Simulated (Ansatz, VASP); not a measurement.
One calculation of KBr, two programs

Contents of INCAR:

```
PREC = Accurate ; ENCUT = 600
EDIFF = 1E-6 ; ISMEAR = 0
SIGMA = 0.02 ; LREAL = F
LASPH = T ; NELM = 100
ALGO = Normal ; ISIF = 3
LWAVE = F ; LCHARG = F
GGA = PE ; IBRION = 2
NSW = 100 ; EDIFFG = -0.01
```

File KPOINTS:

```
regular mesh
0
Gamma
  6 6 4
```

Contents of POSCAR:

```
KBr
1.0
    6.0766011237      0.0000000000      0.0000000000
   -3.0383005619      5.2624909418      0.0000000000
    0.0000000000      0.0000000000      5.9915911092
K Br
1 1
Direct
    0.0000000000      0.0000000000      0.5000000000
    0.0000000000      0.0000000000      0.0000000000
```

Input for Ansatz:

```yaml
crystal:
  lattice:
    - [6.0766011237, 0.0, 0.0]
    - [-3.0383005619, 5.2624909418, 0.0]
    - [0.0, 0.0, 5.9915911092]
  atoms:
    - { symbol: K, position: [0.0, 0.0, 0.5] }
    - { symbol: Br, position: [0.0, 0.0, 0.0] }
basis:
  ecutwfc: 420
kpoints:
  mp_grid: { grid: [6, 6, 4] }
hamiltonian:
  xc: pbe
scf:
  occupations: { method: gaussian, width: 0.02 }
output:
  forces: true
  stress: true
  eigenvalues: true
  write_density: true
  write_potential: true
  elf: true
  volumetric_format: npy
relax:
  adjacent_minimum: "off"
  f_tol: 0.01
  max_steps: 80
  cell: { stress_tol: 0.05 }
```

Alike in both runs: task relaxation of cell and atoms; functional PBE; k mesh 6 × 6 × 4; occupations gaussian, width 0.02 eV; no spin polarisation.

```csv
,VASP,Ansatz
version,VASP 6.6.1,Ansatz 0.2.0
potentials or method,"VASP PAW PBE potentials, release 64 (K_sv, Br), cutoff 600 eV","scalar-relativistic, plane waves, PAW"
valence electrons in the cell,16,16
```

VASP gave:

```
gap on the k mesh at the Fermi level, each at its own relaxed structure (eV)  : 3.86
relaxed volume (Å³/atom)                                                      : 171.25
relaxed length of the cell vector where the two differ most in proportion (Å) : 8.089
```

Q: Estimate Ansatz's values.

A: gap on the k mesh at the Fermi level, each at its own relaxed structure (eV): 3.83; relaxed volume (Å³/atom): 164.20; relaxed length of the cell vector where the two differ most in proportion (Å): 7.924.

Ansatz's warnings: xc potential rough in thin density.

Noted on VASP's run: the volume moved by over 15 % at a fixed basis, so the end points are rough.
